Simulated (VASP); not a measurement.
# MgZr2N (P6/mmm) in VASP: notebook, part 2 of 2

VASP 6.6.1. Earlier steps stand in the parts before.

### 3 Single point, PBE

Contents of INCAR:

```
PREC = Accurate ; ENCUT = 520
EDIFF = 1E-6 ; ISMEAR = 0
SIGMA = 0.1 ; LREAL = F
LASPH = T ; NELM = 60
ALGO = Normal ; ISIF = 2
LWAVE = F ; LCHARG = F
GGA = PE ; NBANDS = 24
```

Contents of KPOINTS:

```
regular mesh
0
Gamma
  18 18 6
```

Contents of POSCAR:

```
MgZr2N
1.0
    3.2687550360      0.0000000000      0.0000000000
   -1.6343775180      2.8308249000      0.0000000000
    0.0000000000      0.0000000000     10.0855004278
Mg Zr N
1 2 1
Direct
    0.0000000000      0.0000000000      0.5000000000
    0.0000000000      0.0000000000      0.8128342834
    0.0000000000      0.0000000000      0.1871657166
    0.0000000000      0.0000000000      0.0000000000
```

Potentials or basis: VASP PAW PBE potentials, release 64 (Mg, Zr_sv, N).

Launch:

```
$ cat potpaw_PBE.64/Mg/POTCAR potpaw_PBE.64/Zr_sv/POTCAR potpaw_PBE.64/N/POTCAR > POTCAR
$ mpirun -np 1 vasp_std > vasp.out
```

OUTCAR:

```text
PREC = Accurate
   ENCUT = 520
   EDIFF = 1E-6
   ISMEAR = 0
   LREAL = F
   LASPH = T
   NELM = 60
   ISIF = 2
   GGA = PE

 ion  position               nearest neighbor table
   1  0.000  0.000  0.500-   2 3.16   3 3.16
   2  0.000  0.000  0.813-   4 1.89   1 3.16   3 3.78
   3  0.000  0.000  0.187-   4 1.89   1 3.16   2 3.78
   4  0.000  0.000  0.000-   2 1.89   3 1.89

  LATTYP: Found a hexagonal cell.
 ALAT       =     3.2687550360
 C/A-ratio  =     3.0854255876

  Lattice vectors:

 A1 = (   3.2687550360,   0.0000000000,   0.0000000000)
 A2 = (  -1.6343775180,   2.8308249000,   0.0000000000)
 A3 = (   0.0000000000,   0.0000000000,  10.0855004278)

Analysis of symmetry for initial positions (statically):
=====================================================================
 Subroutine PRICEL returns:
 Original cell was already a primitive cell.

 Routine SETGRP: Setting up the symmetry group for a
 hexagonal supercell.

 Subroutine GETGRP returns: Found 24 space group operations
 (whereof 24 operations were pure point group operations)
[... 162 lines left out ...]
  ext. energy  EPLUGINS =         0.00000000
  ---------------------------------------------------
  free energy    TOTEN  =       -25.87166535 eV

  energy without entropy =      -25.84565640  energy(sigma->0) =      -25.85866087

 E-fermi :   4.6921     XC(G=0):  -9.4317

 val. band max:        4.6902513054   @ k =   0.2778   0.2778   0.0000
 cond. band min:       4.6932010730   @ k =   0.3333   0.1111   0.3333
 fundamental gap:      0.0029497676
 Fermi energy:         4.6921077455

 k-point     1 :       0.0000    0.0000    0.0000
  band No.  band energies     occupation
      1     -43.9098      2.00000
      2     -43.9049      2.00000
      3     -22.3328      2.00000
      4     -22.1475      2.00000
      5     -21.6505      2.00000
      6     -21.6505      2.00000
[... 637 lines left out ...]
     23       8.9860      0.00000
     24       9.8761      0.00000

 [... further k-points ...]
[... 5 lines left out ...]
  --------------------------------------------------------------------------------------
  -------------------------------------------------------------------------------------
  Total       -0.0266189     -0.0266189      0.2267693      0.0000000      0.0000000      0.0000000
  in kB       -0.4569920     -0.4569920      3.8931580      0.0000000      0.0000000      0.0000000
  external PRESSURE =       0.9930580 kB  Pullay stress =       0.0000000 kB

 VOLUME and BASIS-vectors are now :
 -----------------------------------------------------------------------------
  energy-cutoff  :      520.00
  volume of cell :       93.32
      direct lattice vectors                 reciprocal lattice vectors
     3.268755036  0.000000000  0.000000000     0.305926871  0.176626961  0.000000000
    -1.634377518  2.830824900  0.000000000     0.000000000  0.353253923  0.000000000
     0.000000000  0.000000000 10.085500428     0.000000000  0.000000000  0.099152244

 POSITION                                       TOTAL-FORCE (eV/Angst)
 -----------------------------------------------------------------------------------
      0.00000      0.00000      5.04275        -0.000000      0.000000      0.000000
      0.00000      0.00000      8.19784         0.000000     -0.000000     -0.072470
      0.00000      0.00000      1.88766         0.000000      0.000000      0.072470
      0.00000      0.00000      0.00000        -0.000000      0.000000      0.000000
 -----------------------------------------------------------------------------------
    total drift:                                0.000000      0.000000      0.000000

  FREE ENERGIE OF THE ION-ELECTRON SYSTEM (eV)
  ---------------------------------------------------
  free  energy   TOTEN  =       -25.8716653474 eV

  energy  without entropy=      -25.8456563960  energy(sigma->0) =      -25.85866087
```

Run time: 4.9 min. Hardware: 1 thread of Intel Xeon 6975P-C, shared host; peak memory 0.45 GiB.

What came out:

```
Free energy   : -25.8717 eV
Pressure      : 0.1 GPa
Largest force : 0.072 eV/Å
```

Forces in eV/Å, atoms in the order of the input:
```
Mg   0.000  0.000  0.000
Zr   0.000  0.000 -0.072
Zr   0.000  0.000  0.072
N    0.000  0.000  0.000
```

Stress tensor (GPa, compression positive):
```
-0.05  0.00  0.00
 0.00 -0.05  0.00
 0.00  0.00  0.39
```

Levels at points of the mesh, in eV from the Fermi level:
```
           k point  band 13  band 14  band 15  band 16  band 17  band 18  band 19  band 20
(0.00, 0.00, 0.00)    -2.87    -0.96    -0.96     0.04     1.41     1.41     1.49     1.49
(0.50, 0.00, 0.00)    -1.53    -1.46    -0.99    -0.33    -0.30     2.63     2.84     2.91
(0.00, 0.00, 0.50)    -2.40    -1.10    -0.96    -0.96     1.41     1.41     1.49     1.49
(0.50, 0.00, 0.50)    -1.56    -1.53    -1.33     0.21     0.57     1.42     1.94     2.88
```
